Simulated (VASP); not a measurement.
A run of VASP 6.6.1:

The input INCAR:

```
SYSTEM = KF
  PREC = Accurate
  ENCUT = 600
  EDIFF = 1E-6
  ISMEAR = 1
  SIGMA = 0.13605693122994
  LREAL = .False.
  LASPH = .True.
  NELM = 120
  ALGO = Normal
  ISIF = 2
  LWAVE = .False.
  LCHARG = .False.
  NBANDS = 15
  GGA_COMPAT = .False.
```

File KPOINTS:

```
Automatic mesh
0
Gamma
  8 8 8
  0 0 0
```

POSCAR

```
KF
1.0
    0.0000000000      2.6544134050      2.6544134050
    2.6544134050      0.0000000000      2.6544134050
    2.6544134050      2.6544134050      0.0000000000
K F
1 1
Direct
    0.0000000000      0.0000000000      0.0000000000
    0.5000000000      0.5000000000      0.5000000000
```

Potentials or basis: VASP PAW LDA potentials, release 64 (K_sv, F).

Launch:

```sh
$ cat potpaw_LDA.64/K_sv/POTCAR potpaw_LDA.64/F/POTCAR > POTCAR
$ mpirun -np 1 vasp_std > vasp.out
```

Hardware: 1 thread of Intel Xeon 8259CL, on a shared host.

Question: How long does it take, and how much memory?

Answer: Run time: 37 s on 1 thread of Intel Xeon 8259CL (shared host), peak memory 0.13 GiB. Counts: scf iterations 12, k points 29.
